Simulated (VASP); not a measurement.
Input of a VASP 6.6.1 run:

File INCAR:

```
SYSTEM = NaH
  ALGO = Normal
  EDIFF = 1E-6
  ENCUT = 520
  GGA = PE
  ISIF = 2
  ISMEAR = -1
  LASPH = .TRUE.
  LCHARG = .FALSE.
  LREAL = .FALSE.
  LWAVE = .FALSE.
  NBANDS = 11
  NELM = 60
  PREC = Accurate
  SIGMA = 0.02
```

KPOINTS

```
k-points
0
G
  10 10 10
  0 0 0
```

Contents of POSCAR:

```
NaH
1.0
    0.0000000000      2.3975122885      2.3975122885
    2.3975122885      0.0000000000      2.3975122885
    2.3975122885      2.3975122885      0.0000000000
Na H
1 1
Direct
    0.0000000000      0.0000000000      0.0000000000
    0.5000000000      0.5000000000      0.5000000000
```

Potentials or basis: VASP PAW PBE potentials, release 64 (Na_pv, H).

Launch:

```sh
$ cat potpaw_PBE.64/Na_pv/POTCAR potpaw_PBE.64/H/POTCAR > POTCAR
$ mpirun -np 1 vasp_std > vasp.out
```

Question: What does it give for the band gap on the k mesh?

Answer: 3.82 eV (least direct gap 4.67 eV).

Question: What does it give for the pressure?

Answer: 0.5 GPa.

A k mesh can miss the band edges.
